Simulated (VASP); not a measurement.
A run of VASP 6.6.1 is set up as follows.

Contents of INCAR:

```
PREC = Accurate ; ENCUT = 520
EDIFF = 1E-6 ; ISMEAR = 0
SIGMA = 0.01 ; LREAL = False
LASPH = True ; NELM = 100
ALGO = Normal ; ISIF = 2
LWAVE = False ; LCHARG = True
GGA = CA ; LELF = True
LVHAR = True ; NBANDS = 12
```

Contents of KPOINTS:

```
Automatic mesh
0
Gamma
  4 4 4
```

File POSCAR:

```
CsH
1.0
    3.8130657953      0.0000000000      0.0000000000
    0.0000000000      3.8130657953      0.0000000000
    0.0000000000      0.0000000000      3.8130657953
Cs H
1 1
Direct
    0.0000000000      0.0000000000      0.0000000000
    0.5000000000      0.5000000000      0.5000000000
```

Potentials or basis: VASP PAW LDA potentials, release 64 (Cs_sv, H).

Run with:

```sh
$ cat potpaw_LDA.64/Cs_sv/POTCAR potpaw_LDA.64/H/POTCAR > POTCAR
$ mpirun -np 1 vasp_std > vasp.out
```

Question: Predict the band gap on the k mesh.

Answer: 2.27 eV, indirect (least direct gap 2.43 eV).

Question: Predict the pressure.

Answer: -1.8 GPa.

Caveat: spin-orbit coupling is left out, which moves the levels of the heavy elements. A hybrid or GW would open this gap; LDA tends to underestimate it.
